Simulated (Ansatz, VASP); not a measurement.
TePb: VASP beside Ansatz

INCAR

```
SYSTEM = TePb
  ALGO = Normal
  EDIFF = 1E-6
  ENCUT = 500
  GGA = PE
  GGA_COMPAT = .False.
  ISIF = 2
  ISMEAR = 0
  LASPH = .True.
  LCHARG = .False.
  LORBIT = 11
  LORBMOM = .True.
  LREAL = .False.
  LSORBIT = .True.
  LWAVE = .False.
  MAGMOM = 0 0 0 0 0 0
  NBANDS = 32
  NELM = 200
  PREC = Accurate
  SIGMA = 0.02
```

The input KPOINTS:

```
k-points
0
Gamma
  10 10 10
  0 0 0
```

POSCAR

```
TePb
1.0
    0.0000000000      3.3458119082      3.3458119082
    3.3458119082      0.0000000000      3.3458119082
    3.3458119082      3.3458119082      0.0000000000
Te Pb
1 1
Direct
    0.5000000000      0.5000000000      0.5000000000
    0.0000000000      0.0000000000      0.0000000000
```

Input for Ansatz:

```yaml
crystal:
  lattice:
    - [0.0, 3.3458119082, 3.3458119082]
    - [3.3458119082, 0.0, 3.3458119082]
    - [3.3458119082, 3.3458119082, 0.0]
  atoms:
    - { symbol: Te, position: [0.5, 0.5, 0.5] }
    - { symbol: Pb, position: [0.0, 0.0, 0.0] }
basis:
  ecutwfc: 420
kpoints:
  mp_grid: { grid: [10, 10, 10] }
hamiltonian:
  xc: pbe
scf:
  occupations: { method: gaussian, width: 0.02 }
output:
  forces: true
  stress: true
  eigenvalues: true
magnetization:
  noncollinear: true
  spin_orbit: true
```

Alike in both runs: task single point; functional PBE; k mesh 10 × 10 × 10; occupations gaussian, width 0.02 eV; non-collinear spin, spin-orbit coupling.

|  | VASP | Ansatz |
| --- | --- | --- |
| version | VASP 6.6.1 | Ansatz 0.2.0 |
| potentials or method | VASP PAW PBE potentials, release 64 (Te, Pb_d), cutoff 500 eV | plane waves, PAW |
| valence electrons in the cell | 20 | 30 |

```tsv
	VASP	Ansatz	Ansatz less VASP
pressure (GPa)	-1.9	-1.9	-0.01
```

VASP's potentials hold 20 valence electrons a cell and Ansatz's 30, so a difference there can come from the potentials and not from the codes.
